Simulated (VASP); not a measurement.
# CdTe (F-43m) in VASP: a series of runs

Aim: see how the results for CdTe move with the level of theory and the settings. Levels: revPBE+D4, PBE+D4, r2SCAN+D3(BJ). Tasks: relaxation of cell and atoms, single point.

All numbers are computed with VASP 6.6.1; they aren't measurements. Logs are shortened: lines on timing, memory, paths and dates and some standing lists are left out, and cuts for length are marked.

**1. The cell of the first run**

Symmetry: F-43m, No. 216, cubic system. Conventional cell: a = 6.410 Å, b = 6.410 Å, c = 6.410 Å, α = 90.00°, β = 90.00°, γ = 90.00°. Within 3.7 Å of Te (site symmetry -43m) lie 4 Cd at 2.78 Å. Cd (site symmetry -43m) has 4 Te at 2.78 Å within 3.7 Å.

**2. Relaxation of cell and atoms, revPBE+D4**

The input, INCAR:

```
ALGO     = Normal         # electronic algorithm
EDIFF    = 1E-6           # SCF threshold, eV
EDIFFG   = -0.005         # ionic threshold
ENCUT    = 600            # plane-wave cutoff, eV
GGA      = RE             # functional
IBRION   = 2              # ionic algorithm
ISIF     = 3              # what is computed and relaxed
ISMEAR   = -1             # smearing method
IVDW     = 13             # dispersion correction
LASPH    = True           # aspherical terms in the spheres
LCHARG   = False          # write CHGCAR
LREAL    = False          # projectors in reciprocal space
LWAVE    = False          # write WAVECAR
NELM     = 100            # most SCF steps
NSW      = 80             # ionic steps
PREC     = Accurate       # precision mode
SIGMA    = 0.05           # smearing width, eV
```

The input, KPOINTS:

```
k-points
0
Gamma
  7 7 7
```

The input, POSCAR:

```
CdTe
1.0
    0.0000000000      3.2050000000      3.2050000000
    3.2050000000      0.0000000000      3.2050000000
    3.2050000000      3.2050000000      0.0000000000
Te Cd
1 1
Direct
    0.7500000000      0.7500000000      0.7500000000
    0.0000000000      0.0000000000      0.0000000000
```

Potentials or basis: VASP PAW PBE potentials, release 64 (Te, Cd).

Run with:

```console
> cat potpaw_PBE.64/Te/POTCAR potpaw_PBE.64/Cd/POTCAR > POTCAR
> mpirun -np 1 vasp_std > vasp.out
```

OUTCAR:

```text
EDIFF = 1E-6
   EDIFFG = -0.005
   ENCUT = 600
   GGA = RE
   IBRION = 2
   ISIF = 3
   ISMEAR = -1
   IVDW = 13
   LASPH = True
   LREAL = False
   NELM = 100
   NSW = 80
   PREC = Accurate

 ion  position               nearest neighbor table
   1  0.750  0.750  0.750-   2 2.78   2 2.78   2 2.78   2 2.78
   2  0.000  0.000  0.000-   1 2.78   1 2.78   1 2.78   1 2.78

  LATTYP: Found a face centered cubic cell.
 ALAT       =     6.4100000000

  Lattice vectors:

 A1 = (   0.0000000000,   3.2050000000,   3.2050000000)
 A2 = (   3.2050000000,   0.0000000000,   3.2050000000)
 A3 = (   3.2050000000,   3.2050000000,   0.0000000000)

Analysis of symmetry for initial positions (statically):
=====================================================================
 Subroutine PRICEL returns:
 Original cell was already a primitive cell.

 Routine SETGRP: Setting up the symmetry group for a
 face centered cubic supercell.

 Subroutine GETGRP returns: Found 24 space group operations
 (whereof 24 operations were pure point group operations)
 out of a pool of 48 trial point group operations.

The static configuration has the point symmetry T_d .

Analysis of symmetry for dynamics (positions and initial velocities):
=====================================================================
 Subroutine PRICEL returns:
 Original cell was already a primitive cell.

 Routine SETGRP: Setting up the symmetry group for a
 face centered cubic supercell.

 Subroutine GETGRP returns: Found 24 space group operations
 (whereof 24 operations were pure point group operations)
 out of a pool of 48 trial point group operations.

The dynamic configuration has the point symmetry T_d .

 Subroutine INISYM returns: Found 24 space group operations
 (whereof 24 operations are pure point group operations),
 and found     1 'primitive' translations

----------------------------------------------------------------------------------------

                                     Primitive cell

  volume of cell :      65.8437

  direct lattice vectors                    reciprocal lattice vectors
     0.000000000  3.205000000  3.205000000    -0.156006240  0.156006240  0.156006240
     3.205000000  0.000000000  3.205000000     0.156006240 -0.156006240  0.156006240
     3.205000000  3.205000000  0.000000000     0.156006240  0.156006240 -0.156006240

  length of vectors
     4.532554467  4.532554467  4.532554467     0.270210734  0.270210734  0.270210734

  position of ions in fractional coordinates (direct lattice)
     0.750000000  0.750000000  0.750000000
     0.000000000  0.000000000  0.000000000

  ion indices of the primitive-cell ions
   primitive index   ion index
                 1           1
                 2           2

----------------------------------------------------------------------------------------

 KPOINTS: k-points

Automatic generation of k-mesh.
 Grid dimensions read from file:
 generate k-points for:    7    7    7

 Generating k-lattice:

  Cartesian coordinates                     Fractional coordinates (reciprocal lattice)
    -0.022286606  0.022286606  0.022286606     0.142857143  0.000000000  0.000000000
     0.022286606 -0.022286606  0.022286606     0.000000000  0.142857143  0.000000000
     0.022286606  0.022286606 -0.022286606     0.000000000  0.000000000  0.142857143

  Length of vectors
     0.038601533  0.038601533  0.038601533

  Shift w.r.t. Gamma in fractional coordinates (k-lattice)
     0.000000000  0.000000000  0.000000000

 Subroutine IBZKPT returns following result:
 ===========================================

 Found     20 irreducible k-points:

 Following reciprocal coordinates:
            Coordinates               Weight
  0.000000  0.000000  0.000000      1.000000
  0.142857  0.000000  0.000000      8.000000
  0.285714  0.000000  0.000000      8.000000
  0.428571  0.000000  0.000000      8.000000
  0.142857  0.142857  0.000000      6.000000
  0.285714  0.142857  0.000000     24.000000
[... 12 lines left out ...]
 -0.428571  0.428571  0.142857     24.000000
 -0.285714  0.428571  0.142857     24.000000
   k-points           NKPTS =     20   k-points in BZ     NKDIM =     20   number of bands    NBANDS=     13
   number of dos      NEDOS =    301   number of ions     NIONS =      2
   total plane-waves  NPLWV =  46656
   dimension x,y,z NGX =    36 NGY =   36 NGZ =   36
   dimension x,y,z NGXF=    72 NGYF=   72 NGZF=   72
   ions per type =               1   1
   NGX,Y,Z   is equivalent  to a cutoff of  13.20, 13.20, 13.20 a.u.
   NGXF,Y,Z  is equivalent  to a cutoff of  26.41, 26.41, 26.41 a.u.
 SYSTEM =  unknown system
   PREC   = accura    normal or accurate (medium, high low for compatibility)
   ISTART =      0    job   : 0-new  1-cont  2-samecut
   ICHARG =      2    charge: 1-file 2-atom 10-const
   ISPIN  =      1    spin polarized calculation?
   LNONCOLLINEAR =      F non collinear calculations
   LSORBIT =      F    spin-orbit coupling
   LASPH  =      T    aspherical Exc in radial PAW
   ENCUT  =  600.0 eV  44.10 Ry    6.64 a.u.   9.05  9.05  9.05*2*pi/ulx,y,z
   NELM   =    100;   NELMIN=  2; NELMDL= -5     # of ELM steps
   EDIFF  = 0.1E-05   stopping-criterion for ELM
   LREAL  =      F    real-space projection
   EDIFFG = -.5E-02   stopping-criterion for IOM
   NSW    =     80    number of steps for IOM
   IBRION =      2    ionic relax: 0-MD 1-quasi-New 2-CG
   NFREE  =      1    steps in history (QN), initial steepest desc. (CG)
   ISIF   =      3    stress and relaxation
   ISYM   =      2    0-nonsym 1-usesym 2-fastsym
   POTIM  = 0.5000    time-step for ionic-motion
   TEBEG  =    0.0;   TEEND  =   0.0 temperature during run
   PSTRESS=    0.0 pullay stress
   NELECT =      18.0000    total number of electrons
   NUPDOWN=      -1.0000    fix difference up-down
   EMIN   =  10.00;   EMAX   =-10.00  energy-range for DOS
   EFERMI =   0.00;   METHOD = LEGACY
   ISMEAR =    -1;   SIGMA  =   0.05  broadening in eV -4-tet -1-fermi 0-gaus
   EFERMI_NEDOS =   21; number of points for ismear=-14 and -15
   IALGO  =     38    algorithm
   IMIX   =      4    mixing-type and parameters
     AMIX     =   0.40;   BMIX     =  1.00
     AMIX_MAG =   1.60;   BMIX_MAG =  1.00
  volume/ion in A,a.u.               =      32.92       222.17
  Fermi-wavevector in a.u.,A,eV,Ry     =   1.062497  2.007828 15.359610  1.128899
  Thomas-Fermi vector in A             =   2.197950
   LORBIT       =      0    0 simple, 1 ext, 2 COOP (PROOUT), +10 PAW based schemes
   GGA     = RE    functional components
   LHFCALC =     F    Hartree Fock is set to
   AEXX    =    0.0000 exact exchange contribution
   IVDW    =    13    specifies the selected vdW correction
   LEPSILON=     F    determine dielectric tensor
   LRPA    =     F    only Hartree local field effects (RPA)
 conjugate gradient relaxation of ions
 non-spin polarized calculation
  energy-cutoff  :      600.00
  volume of cell :       65.84
 maximum number of plane-waves:      2213
   NGX = 19   NGY = 19   NGZ = 19

--------------------------------------- Ionic step        1  -------------------------------------------

 number of electron      17.9999995 magnetization

 Free energy of the ion-electron system (eV)
  ---------------------------------------------------
  ext. energy  EPLUGINS =         0.00000000
  ---------------------------------------------------
  free energy    TOTEN  =        -4.11692334 eV

  energy without entropy =       -4.11692269  energy(sigma->0) =       -4.11692301

------------------------ aborting loop because EDIFF is reached ----------------------------------------

  DFT-D4 for vdW energy calculation

  Edisp (eV):   -1.17949

  FORCE on cell =-STRESS in cart. coord.  units (eV):
  Direction    XX          YY          ZZ          XY          YZ          ZX
  --------------------------------------------------------------------------------------
  -------------------------------------------------------------------------------------
  Total       0.91068     0.91068     0.91068     0.00000     0.00000     0.00000
  in kB      22.15952    22.15952    22.15952     0.00000     0.00000     0.00000
  external pressure =       22.16 kB  Pullay stress =        0.00 kB

 VOLUME and BASIS-vectors are now :
 -----------------------------------------------------------------------------
  energy-cutoff  :      600.00
  volume of cell :       65.84
      direct lattice vectors                 reciprocal lattice vectors
     0.000000000  3.205000000  3.205000000    -0.156006240  0.156006240  0.156006240
     3.205000000  0.000000000  3.205000000     0.156006240 -0.156006240  0.156006240
     3.205000000  3.205000000  0.000000000     0.156006240  0.156006240 -0.156006240
[... 41 lines left out ...]
 POSITION                                       TOTAL-FORCE (eV/Angst)
 -----------------------------------------------------------------------------------
      4.91310      4.91310      4.91310         0.000000     -0.000000      0.000000
      3.27540      0.00000      3.27540        -0.000000      0.000000     -0.000000
 -----------------------------------------------------------------------------------
    total drift:                                0.000000      0.000000      0.000001

  FREE ENERGIE OF THE ION-ELECTRON SYSTEM (eV)
  ---------------------------------------------------
  free  energy   TOTEN  =        -5.3165906996 eV

  energy  without entropy=       -5.3165866326  energy(sigma->0) =       -5.31658867

--------------------------------------- Ionic step        3  -------------------------------------------

 number of electron      18.0000001 magnetization

 Free energy of the ion-electron system (eV)
  ---------------------------------------------------
  ext. energy  EPLUGINS =         0.00000000
  ---------------------------------------------------
  free energy    TOTEN  =        -4.20714045 eV

  energy without entropy =       -4.20713781  energy(sigma->0) =       -4.20713913

 E-fermi :   2.7290     XC(G=0):  -8.3442

 val. band max:        2.2808492997   @ k =   0.0000   0.0000   0.0000
 cond. band min:       3.1120764910   @ k =   0.0000   0.0000   0.0000
 fundamental gap:      0.8312271912
 Fermi energy:         2.7289646469

 k-point     1 :       0.0000    0.0000    0.0000
  band No.  band energies     occupation
      1      -8.7645      2.00000
      2      -5.9546      2.00000
      3      -5.9546      2.00000
      4      -5.9546      2.00000
      5      -5.7081      2.00000
      6      -5.7081      2.00000
      7       2.2808      1.99974
      8       2.2808      1.99974
      9       2.2808      1.99974
     10       3.1121      0.00094
     11       6.9387      0.00000
     12       6.9387      0.00000
     13       6.9387      0.00000

 k-point     2 :       0.1429    0.0000    0.0000
  band No.  band energies     occupation
      1      -8.6935      2.00000
      2      -5.9413      2.00000
      3      -5.9413      2.00000
      4      -5.8943      2.00000
      5      -5.7090      2.00000
      6      -5.7090      2.00000
      7       0.8860      2.00000
      8       2.1140      1.99999
      9       2.1140      1.99999
     10       4.0680      0.00000
     11       6.9913      0.00000
[... 314 lines left out ...]
 POSITION                                       TOTAL-FORCE (eV/Angst)
 -----------------------------------------------------------------------------------
      4.88801      4.88801      4.88801         0.000000      0.000000      0.000000
      0.00000      0.00000      0.00000        -0.000000     -0.000000     -0.000000
 -----------------------------------------------------------------------------------
    total drift:                                0.000000      0.000000      0.000000

  FREE ENERGIE OF THE ION-ELECTRON SYSTEM (eV)
  ---------------------------------------------------
  free  energy   TOTEN  =        -5.3185592425 eV

  energy  without entropy=       -5.3185566010  energy(sigma->0) =       -5.31855792

 reached required accuracy - stopping structural energy minimisation
```

It took 88 s on 1 thread of Intel Xeon 8259CL, shared host; peak memory 0.23 GiB.

What came out:

```yaml
Free_energy: -5.3186 eV
Relaxed_volume: 34.60 Å³/atom
Relaxed_cell: a = 4.608 Å, b = 4.608 Å, c = 4.608 Å, α = 60.00°, β = 60.00°, γ = 60.00°
Space_group_after_relaxing_to_0.05_Å: F-43m (No. 216)
Energy_gained_by_relaxing: 11.1 meV/atom
Ionic_steps: 3
Pressure_after_relaxing: 0.0 GPa
Band_gap_on_the_k_mesh: 0.83 eV, direct
Dispersion_energy_per_atom: -0.556 eV
```

Step by step:
| step | energy change (eV) | largest force (eV/Å) | pressure (GPa) | volume (Å³) |
| --- | --- | --- | --- | --- |
| 1 | 0.0000 | 0.0000 | 2.22 | 65.84 |
| 2 | -0.0202 | 0.0000 | -0.56 | 70.28 |
| 3 | -0.0221 | 0.0000 | 0.00 | 69.21 |

Final structure:
```
Te Cd
1.0
     0.00000    3.25867    3.25867
     3.25867    0.00000    3.25867
     3.25867    3.25867    0.00000
Te Cd
1 1
Direct
  0.75000 0.75000 0.75000
  0.00000 0.00000 0.00000
```

Levels at points of the mesh, in eV from the valence-band top:
```csv
k point,band 5,band 6,band 7,band 8,band 9,band 10,band 11,band 12,band 13
"(0.00, 0.00, 0.00)",-7.99,-7.99,0.00,0.00,0.00,0.83,4.66,4.66,4.66
```

Caveat: the PAW data sets were made with another functional, which shifts forces and pressure a little; spin-orbit coupling is left out, which moves the levels of the heavy elements. Zero-point motion and thermal expansion aren't in these numbers.

**3. Relaxation of cell and atoms, PBE+D4**

The input, INCAR:

```
ALGO     = Normal         # electronic algorithm
EDIFF    = 1E-6           # SCF threshold, eV
EDIFFG   = -0.005         # ionic threshold
ENCUT    = 600            # plane-wave cutoff, eV
GGA      = PE             # functional
IBRION   = 2              # ionic algorithm
ISIF     = 3              # what is computed and relaxed
ISMEAR   = -1             # smearing method
IVDW     = 13             # dispersion correction
LASPH    = T              # aspherical terms in the spheres
LCHARG   = F              # write CHGCAR
LREAL    = F              # projectors in reciprocal space
LWAVE    = F              # write WAVECAR
NELM     = 100            # most SCF steps
NSW      = 80             # ionic steps
PREC     = Accurate       # precision mode
SIGMA    = 0.05           # smearing width, eV
```

KPOINTS is that of step 2.

POSCAR is that of step 2.

Potentials or basis: VASP PAW PBE potentials, release 64 (Te, Cd).

Run with:

```console
> cat potpaw_PBE.64/Te/POTCAR potpaw_PBE.64/Cd/POTCAR > POTCAR
> mpirun -np 1 vasp_std > vasp.out
```

OUTCAR:

```text
EDIFF = 1E-6
   EDIFFG = -0.005
   ENCUT = 600
   GGA = PE
   IBRION = 2
   ISIF = 3
   ISMEAR = -1
   IVDW = 13
   LASPH = T
   LREAL = F
   NELM = 100
   NSW = 80
   PREC = Accurate

 ion  position               nearest neighbor table
   1  0.750  0.750  0.750-   2 2.78   2 2.78   2 2.78   2 2.78
   2  0.000  0.000  0.000-   1 2.78   1 2.78   1 2.78   1 2.78

  LATTYP: Found a face centered cubic cell.
 ALAT       =     6.4100000000

  Lattice vectors:

 A1 = (   0.0000000000,   3.2050000000,   3.2050000000)
 A2 = (   3.2050000000,   0.0000000000,   3.2050000000)
 A3 = (   3.2050000000,   3.2050000000,   0.0000000000)

Analysis of symmetry for initial positions (statically):
=====================================================================
 Subroutine PRICEL returns:
 Original cell was already a primitive cell.

 Routine SETGRP: Setting up the symmetry group for a
[... 165 lines left out ...]
------------------------ aborting loop because EDIFF is reached ----------------------------------------

  DFT-D4 for vdW energy calculation

  Edisp (eV):   -0.73878
[... 71 lines left out ...]
--------------------------------------- Ionic step        3  -------------------------------------------

 number of electron      18.0000001 magnetization

 Free energy of the ion-electron system (eV)
  ---------------------------------------------------
  ext. energy  EPLUGINS =         0.00000000
  ---------------------------------------------------
  free energy    TOTEN  =        -4.79059611 eV

  energy without entropy =       -4.79058878  energy(sigma->0) =       -4.79059245

 E-fermi :   2.5757     XC(G=0):  -8.5038

 val. band max:        2.1852546073   @ k =   0.0000   0.0000   0.0000
 cond. band min:       2.9014012115   @ k =   0.0000   0.0000   0.0000
 fundamental gap:      0.7161466042
 Fermi energy:         2.5757478990

 k-point     1 :       0.0000    0.0000    0.0000
  band No.  band energies     occupation
      1      -8.8858      2.00000
      2      -6.0420      2.00000
      3      -6.0420      2.00000
      4      -6.0420      2.00000
      5      -5.7947      2.00000
      6      -5.7947      2.00000
      7       2.1853      1.99919
      8       2.1853      1.99919
      9       2.1853      1.99919
     10       2.9014      0.00296
     11       6.7989      0.00000
     12       6.7989      0.00000
     13       6.7989      0.00000
[... 335 lines left out ...]
  FREE ENERGIE OF THE ION-ELECTRON SYSTEM (eV)
  ---------------------------------------------------
  free  energy   TOTEN  =        -5.4876224624 eV

  energy  without entropy=       -5.4876151325  energy(sigma->0) =       -5.48761880

 reached required accuracy - stopping structural energy minimisation
```

OSZICAR:

```text
N       E                     dE             d eps       ncg     rms          rms(c)
DAV:   1     0.113432816790E+03    0.11343E+03   -0.91509E+03   520   0.135E+03
DAV:   2    -0.358398129679E+00   -0.11379E+03   -0.10907E+03   580   0.293E+02
DAV:   3    -0.491117269832E+01   -0.45528E+01   -0.45422E+01   635   0.612E+01
[... 27 lines left out ...]
DAV:   4    -0.479061219757E+01    0.60138E-03   -0.12126E-03   555   0.295E-01    0.803E-02
DAV:   5    -0.479058940273E+01    0.22795E-04   -0.13294E-04   555   0.153E-01    0.585E-02
DAV:   6    -0.479059705848E+01   -0.76557E-05   -0.38587E-05   558   0.664E-02    0.175E-02
DAV:   7    -0.479059568451E+01    0.13740E-05   -0.27328E-06   538   0.202E-02    0.422E-03
DAV:   8    -0.479059611317E+01   -0.42866E-06   -0.66934E-07   400   0.644E-03
   3 F= -.54876225E+01 E0= -.54876188E+01  d E =-.238608E-01
```

CONTCAR:

```text
CdTe
   1.00000000000000
     0.0000000000000000    3.2600626389902221    3.2600626389902221
     3.2600626389902221    0.0000000000000000    3.2600626389902221
     3.2600626389902221    3.2600626389902221   -0.0000000000000000
  Te              Cd
     1     1
Direct
     0.7500000000000000    0.7500000000000000    0.7500000000000000
     0.0000000000000000    0.0000000000000000    0.0000000000000000

  0.00000000E+00  0.00000000E+00  0.00000000E+00
  0.00000000E+00  0.00000000E+00  0.00000000E+00
```

It took 92 s on 1 thread of Intel Xeon 8259CL, shared host; peak memory 0.23 GiB.

Results:

```yaml
Free_energy: -5.4876 eV
Relaxed_volume: 34.65 Å³/atom
Relaxed_cell: a = 4.610 Å, b = 4.610 Å, c = 4.610 Å, α = 60.00°, β = 60.00°, γ = 60.00°
Space_group_after_relaxing_to_0.05_Å: F-43m (No. 216)
Energy_gained_by_relaxing: 11.9 meV/atom
Ionic_steps: 3
Pressure_after_relaxing: 0.0 GPa
Band_gap_on_the_k_mesh: 0.72 eV, direct
Dispersion_energy_per_atom: -0.349 eV
```

The path:
```csv
step,energy change (eV),largest force (eV/Å),pressure (GPa),volume (Å³)
1,0.0000,0.0000,2.32,65.84
2,-0.0213,0.0000,-0.65,70.50
3,-0.0239,0.0000,0.01,69.30
```

Final structure:
```cif
data_structure
_symmetry_space_group_name_H-M 'P 1'
_symmetry_Int_Tables_number 1
_cell_length_a 4.6104
_cell_length_b 4.6104
_cell_length_c 4.6104
_cell_angle_alpha 60.000
_cell_angle_beta 60.000
_cell_angle_gamma 60.000
_cell_volume 69.30
loop_
_atom_site_label
_atom_site_type_symbol
_atom_site_fract_x
_atom_site_fract_y
_atom_site_fract_z
_atom_site_occupancy
Te1 Te 0.75000 0.75000 0.75000 1
Cd1 Cd 0.00000 0.00000 0.00000 1
```

Caveat: spin-orbit coupling is left out, which moves the levels of the heavy elements. Zero-point motion and thermal expansion aren't in these numbers.

[end of part 1 of 2]
